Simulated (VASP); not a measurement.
# WBr (Pnma) in VASP: single point with r2SCAN

Aim: the single point of WBr with r2SCAN.

Program: VASP 6.6.1. These are calculated values, not measurements. Logs are shortened: lines on timing, memory, paths and dates and some standing lists are left out, and cuts for length are marked.

### 1 The cell of the first run

Symmetry: Pnma, No. 62, orthorhombic system. The conventional cell has a = 6.404 Å, b = 3.627 Å, c = 6.966 Å, α = 90.00°, β = 90.00°, γ = 90.00°. Within 3.7 Å of W (site symmetry m) lie 6 Br at 2.64 to 3.35 Å and 6 W at 3.04 to 3.63 Å. Br (site symmetry m) has 6 W at 2.64 to 3.35 Å and 6 Br at 3.56 to 3.68 Å within 3.7 Å.

### 2 Single point, r2SCAN

POSCAR

```
WBr
1.0
    6.9660946200      0.0000000000      0.0000000000
    0.0000000000      6.4037886500      0.0000000000
    0.0000000000      0.0000000000      3.6269839100
W Br
4 4
Direct
    0.1750000000      0.0000000000      0.2500000000
    0.8250000000      0.0000000000      0.7500000000
    0.6750000000      0.5000000000      0.7500000000
    0.3250000000      0.5000000000      0.2500000000
    0.6200000000      0.2000000000      0.2500000000
    0.3800000000      0.8000000000      0.7500000000
    0.1200000000      0.3000000000      0.7500000000
    0.8800000000      0.7000000000      0.2500000000
```

INCAR.step1

```
PREC = Accurate ; ENCUT = 550
ISMEAR = -1 ; SIGMA = 0.0117
LREAL = F ; LASPH = T
NELM = 120 ; NBANDS = 52
GGA = PE ; ALGO = Normal
EDIFF = 1E-5 ; LWAVE = T
LCHARG = F ; GGA_COMPAT = F
```

INCAR.step2

```
PREC = Accurate ; ENCUT = 550
EDIFF = 1E-6 ; ISMEAR = -1
SIGMA = 0.0117 ; LREAL = F
LASPH = T ; NELM = 120
ALGO = Normal ; ISIF = 2
LWAVE = F ; LCHARG = F
METAGGA = R2SCAN ; LMIXTAU = T
NBANDS = 52 ; ISTART = 1
GGA_COMPAT = F
```

KPOINTS

```
Automatic mesh
0
Gamma
  4 4 7
```

Potentials or basis: VASP PAW PBE potentials, release 64 (W_sv, Br).

Run with:

```sh
> cat potpaw_PBE.64/W_sv/POTCAR potpaw_PBE.64/Br/POTCAR > POTCAR
> cp INCAR.step1 INCAR
> mpirun -np 1 vasp_std > vasp.out
> cp INCAR.step2 INCAR
> mpirun -np 1 vasp_std > vasp.out
```

OUTCAR:

```text
PREC = Accurate
   ENCUT = 550
   EDIFF = 1E-6
   ISMEAR = -1
   LREAL = F
   LASPH = T
   NELM = 120
   ISIF = 2
   METAGGA = R2SCAN
   ISTART = 1

 ion  position               nearest neighbor table
   1  0.175  0.000  0.250-   6 2.64   6 2.64   7 2.67   7 2.67   8 2.81   2 3.04   2 3.04   4 3.37
                             4 3.37
   2  0.825  0.000  0.750-   5 2.64   5 2.64   8 2.67   8 2.67   7 2.81   1 3.04   1 3.04   3 3.37
                             3 3.37
   3  0.675  0.500  0.750-   8 2.64   8 2.64   5 2.67   5 2.67   6 2.81   4 3.04   4 3.04   2 3.37
                             2 3.37
   4  0.325  0.500  0.250-   7 2.64   7 2.64   6 2.67   6 2.67   5 2.81   3 3.04   3 3.04   1 3.37
                             1 3.37
   5  0.620  0.200  0.250-   2 2.64   2 2.64   3 2.67   3 2.67   4 2.81
   6  0.380  0.800  0.750-   1 2.64   1 2.64   4 2.67   4 2.67   3 2.81
   7  0.120  0.300  0.750-   4 2.64   4 2.64   1 2.67   1 2.67   2 2.81
   8  0.880  0.700  0.250-   3 2.64   3 2.64   2 2.67   2 2.67   1 2.81

  LATTYP: Found a simple orthorhombic cell.
 ALAT       =     3.6269839100
 B/A-ratio  =     1.7655961010
 C/A-ratio  =     1.9206301414

  Lattice vectors:

 A1 = (   0.0000000000,   0.0000000000,  -3.6269839100)
 A2 = (   0.0000000000,   6.4037886500,   0.0000000000)
 A3 = (   6.9660946200,   0.0000000000,   0.0000000000)

Analysis of symmetry for initial positions (statically):
=====================================================================
 Subroutine PRICEL returns:
 Original cell was already a primitive cell.

 Routine SETGRP: Setting up the symmetry group for a
 simple orthorhombic supercell.

 Subroutine GETGRP returns: Found  8 space group operations
 (whereof  2 operations were pure point group operations)
 out of a pool of  8 trial point group operations.

The static configuration has the point symmetry S_2 .
 The point group associated with its full space group is D_2h.

Analysis of symmetry for dynamics (positions and initial velocities):
=====================================================================
 Subroutine PRICEL returns:
 Original cell was already a primitive cell.

 Routine SETGRP: Setting up the symmetry group for a
 simple orthorhombic supercell.

 Subroutine GETGRP returns: Found  8 space group operations
 (whereof  2 operations were pure point group operations)
 out of a pool of  8 trial point group operations.

The dynamic configuration has the point symmetry S_2 .
 The point group associated with its full space group is D_2h.

 Subroutine INISYM returns: Found  8 space group operations
 (whereof  2 operations are pure point group operations),
 and found     1 'primitive' translations

----------------------------------------------------------------------------------------

                                     Primitive cell

  volume of cell :     161.7976

  direct lattice vectors                    reciprocal lattice vectors
     6.966094620  0.000000000  0.000000000     0.143552457  0.000000000  0.000000000
     0.000000000  6.403788650  0.000000000     0.000000000  0.156157558  0.000000000
     0.000000000  0.000000000  3.626983910     0.000000000  0.000000000  0.275711176

  length of vectors
     6.966094620  6.403788650  3.626983910     0.143552457  0.156157558  0.275711176

  position of ions in fractional coordinates (direct lattice)
     0.175000000  0.000000000  0.250000000
     0.825000000  0.000000000  0.750000000
     0.675000000  0.500000000  0.750000000
     0.325000000  0.500000000  0.250000000
     0.620000000  0.200000000  0.250000000
     0.380000000  0.800000000  0.750000000
     0.120000000  0.300000000  0.750000000
     0.880000000  0.700000000  0.250000000

  ion indices of the primitive-cell ions
   primitive index   ion index
                 1           1
                 2           2
                 3           3
                 4           4
                 5           5
                 6           6
                 7           7
                 8           8

----------------------------------------------------------------------------------------

 KPOINTS: Automatic mesh

Automatic generation of k-mesh.
 Grid dimensions read from file:
 generate k-points for:    4    4    7

 Generating k-lattice:

  Cartesian coordinates                     Fractional coordinates (reciprocal lattice)
     0.035888114  0.000000000  0.000000000     0.250000000  0.000000000  0.000000000
     0.000000000  0.039039390  0.000000000     0.000000000  0.250000000  0.000000000
     0.000000000  0.000000000  0.039387311     0.000000000  0.000000000  0.142857143

  Length of vectors
     0.035888114  0.039039390  0.039387311

  Shift w.r.t. Gamma in fractional coordinates (k-lattice)
     0.000000000  0.000000000  0.000000000

 Subroutine IBZKPT returns following result:
 ===========================================

 Found     36 irreducible k-points:

 Following reciprocal coordinates:
            Coordinates               Weight
  0.000000  0.000000  0.000000      1.000000
  0.250000  0.000000  0.000000      2.000000
  0.500000  0.000000  0.000000      1.000000
  0.000000  0.250000  0.000000      2.000000
  0.250000  0.250000  0.000000      4.000000
  0.500000  0.250000  0.000000      2.000000
[... 16 lines left out ...]
  0.250000  0.250000  0.285714      8.000000
  0.500000  0.250000  0.285714      4.000000
 [... further k-points ...]
   k-points           NKPTS =     36   k-points in BZ     NKDIM =     36   number of bands    NBANDS=     52
   number of dos      NEDOS =    301   number of ions     NIONS =      8
   total plane-waves  NPLWV =  75600
   dimension x,y,z NGX =    54 NGY =   50 NGZ =   28
   dimension x,y,z NGXF=   108 NGYF=  100 NGZF=   56
   ions per type =               4   4
   NGX,Y,Z   is equivalent  to a cutoff of  12.89, 12.98, 12.83 a.u.
   NGXF,Y,Z  is equivalent  to a cutoff of  25.77, 25.96, 25.67 a.u.
 SYSTEM =  unknown system
   PREC   = accura    normal or accurate (medium, high low for compatibility)
   ISTART =      1    job   : 0-new  1-cont  2-samecut
   ICHARG =      0    charge: 1-file 2-atom 10-const
   ISPIN  =      1    spin polarized calculation?
   LNONCOLLINEAR =      F non collinear calculations
   LSORBIT =      F    spin-orbit coupling
   LASPH  =      T    aspherical Exc in radial PAW
   ENCUT  =  550.0 eV  40.42 Ry    6.36 a.u.  13.32 12.25  6.94*2*pi/ulx,y,z
   NELM   =    120;   NELMIN=  2; NELMDL=  0     # of ELM steps
   EDIFF  = 0.1E-05   stopping-criterion for ELM
   LREAL  =      F    real-space projection
[... 7 lines left out ...]
   TEBEG  =    0.0;   TEEND  =   0.0 temperature during run
   PSTRESS=    0.0 pullay stress
   NELECT =      84.0000    total number of electrons
   NUPDOWN=      -1.0000    fix difference up-down
   EMIN   =  10.00;   EMAX   =-10.00  energy-range for DOS
   EFERMI =   0.00;   METHOD = LEGACY
   ISMEAR =    -1;   SIGMA  =   0.01  broadening in eV -4-tet -1-fermi 0-gaus
   EFERMI_NEDOS =   21; number of points for ismear=-14 and -15
   IALGO  =     38    algorithm
   IMIX   =      4    mixing-type and parameters
     AMIX     =   0.40;   BMIX     =  1.00
     AMIX_MAG =   1.60;   BMIX_MAG =  1.00
  volume/ion in A,a.u.               =      20.22       136.48
  Fermi-wavevector in a.u.,A,eV,Ry     =   1.315762  2.486429 23.554801  1.731229
  Thomas-Fermi vector in A             =   2.445922
   LORBIT       =      0    0 simple, 1 ext, 2 COOP (PROOUT), +10 PAW based schemes
   METAGGA = R2SCAN    functional components
   LHFCALC =     F    Hartree Fock is set to
   AEXX    =    0.0000 exact exchange contribution
   IVDW    =     0    specifies the selected vdW correction
   LEPSILON=     F    determine dielectric tensor
   LRPA    =     F    only Hartree local field effects (RPA)
 non-spin polarized calculation
  energy-cutoff  :      550.00
  volume of cell :      161.80
 maximum number of plane-waves:      4784
 NGX is ok and might be reduce to    54
   NGX = 27   NGY = 25   NGZ = 13

 number of electron      84.0000017 magnetization

 Free energy of the ion-electron system (eV)
  ---------------------------------------------------
  ext. energy  EPLUGINS =         0.00000000
  ---------------------------------------------------
  free energy    TOTEN  =      -245.05352196 eV

  energy without entropy =     -245.05026290  energy(sigma->0) =     -245.05189243

 E-fermi :   8.2168     XC(G=0): -12.0249

 val. band max:        8.2051695340   @ k =   0.5000   0.0000   0.1429
 cond. band min:       8.2197914434   @ k =   0.5000   0.2500   0.4286
 fundamental gap:      0.0146219094
 Fermi energy:         8.2168170404

 k-point     1 :       0.0000    0.0000    0.0000
  band No.  band energies     occupation
      1     -68.4096      2.00000
      2     -68.4054      2.00000
      3     -68.3926      2.00000
      4     -68.3884      2.00000
      5     -32.1436      2.00000
      6     -32.1353      2.00000
[... 44 lines left out ...]
     51      10.1473      0.00000
     52      10.1961      0.00000

 k-point     2 :       0.2500    0.0000    0.0000
  band No.  band energies     occupation
      1     -68.4091      2.00000
      2     -68.4062      2.00000
      3     -68.3918      2.00000
      4     -68.3889      2.00000
      5     -32.1417      2.00000
      6     -32.1316      2.00000
[... 44 lines left out ...]
     51       9.9635      0.00000
     52      10.6653      0.00000

 k-point     3 :       0.5000    0.0000    0.0000
  band No.  band energies     occupation
      1     -68.4078      2.00000
      2     -68.4078      2.00000
      3     -68.3902      2.00000
      4     -68.3902      2.00000
      5     -32.1366      2.00000
      6     -32.1366      2.00000
[... 44 lines left out ...]
     51       9.6591      0.00000
     52       9.6591      0.00000
[... 1046 lines left out ...]
 k-point    23 :       0.2500    0.2500    0.2857
  band No.  band energies     occupation
      1     -68.4046      2.00000
      2     -68.4026      2.00000
      3     -68.3938      2.00000
      4     -68.3917      2.00000
      5     -32.1741      2.00000
      6     -32.1654      2.00000
[... 44 lines left out ...]
     51      10.0470      0.00000
     52      10.3622      0.00000

 k-point    24 :       0.5000    0.2500    0.2857
  band No.  band energies     occupation
      1     -68.4037      2.00000
      2     -68.4037      2.00000
      3     -68.3927      2.00000
      4     -68.3927      2.00000
      5     -32.1703      2.00000
      6     -32.1703      2.00000
[... 44 lines left out ...]
     51      10.1232      0.00000
     52      10.1232      0.00000

 [... further k-points ...]

------------------------ aborting loop because EDIFF is reached ----------------------------------------

  FORCE on cell =-STRESS in cart. coord.  units (eV):
  Direction    XX          YY          ZZ          XY          YZ          ZX
  --------------------------------------------------------------------------------------
  -------------------------------------------------------------------------------------
  Total       -0.5117302     -9.4694505    -12.7741560      0.0000000     -0.0000000      0.0000000
  in kB       -5.0673353    -93.7698829   -126.4942570      0.0000000     -0.0000000      0.0000000
  external PRESSURE =     -75.1104917 kB  Pullay stress =       0.0000000 kB

 VOLUME and BASIS-vectors are now :
 -----------------------------------------------------------------------------
  energy-cutoff  :      550.00
  volume of cell :      161.80
      direct lattice vectors                 reciprocal lattice vectors
     6.966094620  0.000000000  0.000000000     0.143552457  0.000000000  0.000000000
     0.000000000  6.403788650  0.000000000     0.000000000  0.156157558  0.000000000
     0.000000000  0.000000000  3.626983910     0.000000000  0.000000000  0.275711176

 POSITION                                       TOTAL-FORCE (eV/Angst)
 -----------------------------------------------------------------------------------
      1.21907      0.00000      0.90675        -1.887601      0.468349      0.000000
      5.74703      0.00000      2.72024         1.887601     -0.468349     -0.000000
      4.70211      3.20189      2.72024        -1.887601     -0.468349      0.000000
      2.26398      3.20189      0.90675         1.887601      0.468349      0.000000
      4.31898      1.28076      0.90675        -0.137167     -0.270657     -0.000000
      2.64712      5.12303      2.72024         0.137167      0.270657      0.000000
      0.83593      1.92114      2.72024        -0.137167      0.270657      0.000000
      6.13016      4.48265      0.90675         0.137167     -0.270657      0.000000
 -----------------------------------------------------------------------------------
    total drift:                                0.000000     -0.000000      0.000000

  FREE ENERGIE OF THE ION-ELECTRON SYSTEM (eV)
  ---------------------------------------------------
  free  energy   TOTEN  =      -245.0535219588 eV

  energy  without entropy=     -245.0502628970  energy(sigma->0) =     -245.05189243
```

Run time: 8.2 min. Hardware: 1 thread of Intel Xeon 6975P-C (Granite Rapids), shared host; peak memory 0.44 GiB.

What came out:

```
Free energy            : -245.0535 eV
Pressure               : -7.5 GPa
Largest force          : 1.945 eV/Å
Band gap on the k mesh : zero (bands 42 and 43 overlap by 0.63 eV)
```

Forces in eV/Å, atoms in the order of the input:
```
W   -1.888  0.468  0.000
W    1.888 -0.468  0.000
W   -1.888 -0.468  0.000
W    1.888  0.468  0.000
Br  -0.137 -0.271  0.000
Br   0.137  0.271  0.000
Br  -0.137  0.271  0.000
Br   0.137 -0.271  0.000
```

Levels at points of the mesh, in eV from the Fermi level:
| k point | band 40 | band 41 | band 42 | band 43 | band 44 | band 45 |
| --- | --- | --- | --- | --- | --- | --- |
| (0.00, 0.00, 0.00) | -0.93 | -0.92 | -0.56 | -0.35 | -0.16 | 0.26 |
| (0.50, 0.00, 0.00) | -1.07 | -0.23 | -0.23 | -0.23 | -0.23 | 0.71 |
| (0.00, 0.50, 0.00) | -0.96 | -0.60 | -0.60 | 0.19 | 0.19 | 0.48 |
| (0.50, 0.50, 0.00) | -0.85 | -0.19 | -0.19 | -0.18 | -0.18 | 0.06 |

Caveat: the stress differs along the axes, from -13 to -1 GPa; the PAW data sets were made with another functional, which shifts forces and pressure a little; spin-orbit coupling is left out, which moves the levels of the heavy elements.
